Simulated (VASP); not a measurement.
Wanted: the native input for a VASP 6.6.1 run.

| Item | Value |
| --- | --- |
| Task | single point |
| Functional | PBEsol |
| Potentials or basis | VASP PAW PBE potentials, release 64 (Al, Mn_pv) |
| Cutoff | 520 eV |
| k mesh | 12 × 12 × 12 |
| Occupations | gaussian, width 0.1 eV |
| Spin | collinear spin, ferromagnetic start |
| Starting moments | [0.17, 0.17, 0.26, 3.95] μB |
| Fixed moment | 5 μB |
| Dipole correction | no |
| Further INCAR settings | ALGO = Normal; EDIFF = 1e-06; NBANDS = 23 |

The structure of MnAl3 lies in POSCAR:

```
MnAl3
1.0
    0.0000000000      3.0078250287      3.0078250287
    3.0078250287      0.0000000000      3.0078250287
    3.0078250287      3.0078250287      0.0000000000
Al Mn
3 1
Direct
    0.2500000000      0.2500000000      0.2500000000
    0.7500000000      0.7500000000      0.7500000000
    0.5000000000      0.5000000000      0.5000000000
    0.0000000000      0.0000000000      0.0000000000
```

One way to write it, as run:

INCAR

```
SYSTEM = MnAl3
  ALGO = Normal
  EDIFF = 1E-6
  ENCUT = 520
  GGA = PS
  ISIF = 2
  ISMEAR = 0
  ISPIN = 2
  LASPH = .TRUE.
  LCHARG = .FALSE.
  LMAXMIX = 4
  LORBIT = 11
  LREAL = .FALSE.
  LWAVE = .FALSE.
  MAGMOM = 0.17 0.17 0.26 3.95
  NBANDS = 23
  NELM = 150
  NUPDOWN = 5.0
  PREC = Accurate
  SIGMA = 0.1
```

KPOINTS

```
k-points
0
G
  12 12 12
  0 0 0
```

Potentials or basis: VASP PAW PBE potentials, release 64 (Al, Mn_pv).

Command:

```bash
$ cat potpaw_PBE.64/Al/POTCAR potpaw_PBE.64/Mn_pv/POTCAR > POTCAR
$ mpirun -np 1 vasp_std > vasp.out
```

Results of the run:

* Pressure: 20.7 GPa
* Net moment: 5.00 μB per cell
* Site moments: Al +0.07, +0.14 (each value once); Mn +3.65 μB
* Valence electrons inside the program's atomic spheres: Al 0.85; Mn 11.72

Caveat: the cell stands under pressure; the PAW data sets were made with another functional, which shifts forces and pressure a little; the total moment is fixed, so each spin has its own Fermi level.

Wall time 2.5 min on 1 thread of Intel(R) Xeon(R) Platinum 8259CL CPU @ 2.50GHz (Skylake/Cascade Lake), with other jobs on the host, peak memory 0.29 GiB.
